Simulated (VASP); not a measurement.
Wanted: the native input for a VASP 6.6.1 run.

```
Task                   : relaxation of cell and atoms
Functional             : PBE
Potentials or basis    : VASP PAW PBE potentials, release 64 (Ga_d, As)
Cutoff                 : 600 eV
k mesh                 : 13 × 13 × 13
Occupations            : fermi-dirac, width 0.05 eV
Spin                   : no spin polarisation
Target pressure        : 0.043 GPa
Dipole correction      : no
Further INCAR settings : ALGO = Normal; EDIFF = 1e-06; IBRION = 2; EDIFFG = -0.005; NSW = 60; ISIF = 3
```

The structure of GaAs (CsCl type) lies in POSCAR:

```
GaAs
1.0
    3.3153076604      0.0000000000      0.0000000000
    0.0000000000      3.3153076604      0.0000000000
    0.0000000000      0.0000000000      3.3153076604
Ga As
1 1
Direct
    0.0000000000      0.0000000000      0.0000000000
    0.5000000000      0.5000000000      0.5000000000
```

One way to write it, as run:

INCAR

```
SYSTEM = GaAs
PREC = Accurate
ENCUT = 600
EDIFF = 1E-6
ISMEAR = -1
SIGMA = 0.05
LREAL = .False.
LASPH = .True.
NELM = 100
ALGO = Normal
ISIF = 3
LWAVE = .False.
LCHARG = .False.
GGA = PE
IBRION = 2
NSW = 60
EDIFFG = -0.005
PSTRESS = 0.42999999999999994
```

KPOINTS

```
Automatic mesh
0
Gamma
  13 13 13
  0 0 0
```

Potentials or basis: VASP PAW PBE potentials, release 64 (Ga_d, As).

Launch:

```bash
$ cat potpaw_PBE.64/Ga_d/POTCAR potpaw_PBE.64/As/POTCAR > POTCAR
$ mpirun -np 1 vasp_std > vasp.out
```

Results of the run:

```
Relaxed volume                                         : 19.12 Å³/atom
Relaxed cell                                           : a = 3.369 Å, b = 3.369 Å, c = 3.369 Å, α = 90.00°, β = 90.00°, γ = 90.00°
Space group after relaxing (to 0.05 Å)                 : Pm-3m (No. 221)
Energy change on relaxing (the enthalpy is what falls) : -9.0 meV/atom
Ionic steps                                            : 4
Pressure after relaxing                                : 0.0 GPa
Band gap on the k mesh                                 : zero (band 9 reaches 7.09 eV, above the bottom of band 10 at 3.47 eV)
```

Caveat: the cell is relaxed towards a set pressure, so the enthalpy falls and the energy may rise.

Run time: 78 s on 1 thread of Intel Xeon 6975P-C (shared host), peak memory 0.2 GiB.
